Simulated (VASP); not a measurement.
Wanted: the native input for a VASP 6.6.1 run.

```
Task                   : single point
Functional             : PBE
Potentials or basis    : VASP PAW PBE potentials, release 64 (Sr_sv, Co)
Cutoff                 : 520 eV
k mesh                 : 8 × 8 × 8
Occupations            : gaussian, width 0.05 eV
Spin                   : collinear spin, ferromagnetic start
Starting moments       : [0.0, 1.68, 1.68, 1.68] μB
Dipole correction      : no
Further INCAR settings : ALGO = Fast; EDIFF = 1e-07; NBANDS = 30
```

The structure of SrCo3 lies in POSCAR:

```
SrCo3
1.0
    4.0595548484      0.0000000000      0.0000000000
    0.0000000000      4.0595548484      0.0000000000
    0.0000000000      0.0000000000      4.0595548484
Sr Co
1 3
Direct
    0.0000000000      0.0000000000      0.0000000000
    0.0000000000      0.5000000000      0.5000000000
    0.5000000000      0.5000000000      0.0000000000
    0.5000000000      0.0000000000      0.5000000000
```

This cell differs from its parent crystal: volume scaled by 1.040.

One way to write it, as run:

INCAR

```
PREC = Accurate
ENCUT = 520
EDIFF = 1E-7
ISMEAR = 0
SIGMA = 0.05
LREAL = F
LASPH = T
NELM = 150
ALGO = Fast
ISIF = 2
LWAVE = F
LCHARG = T
ISPIN = 2
MAGMOM = 0 1.68 1.68 1.68
LORBIT = 11
LMAXMIX = 4
GGA = PE
LELF = T
LVHAR = T
NBANDS = 30
```

KPOINTS

```
Automatic mesh
0
Gamma
  8 8 8
```

Potentials or basis: VASP PAW PBE potentials, release 64 (Sr_sv, Co).

Run with:

```sh
$ cat potpaw_PBE.64/Sr_sv/POTCAR potpaw_PBE.64/Co/POTCAR > POTCAR
$ mpirun -np 1 vasp_std > vasp.out
```

It gave:

The pressure is -2.4 GPa and the net moment is 4.17 μB per cell. The site moments are Sr -0.11; Co +1.51 μB. The valence electrons inside the program's atomic spheres are Sr 8.29; Co 7.93.

Run time: 3.1 min on 1 thread of Intel Xeon 6975P-C, with other jobs on the host, peak memory 0.26 GiB.
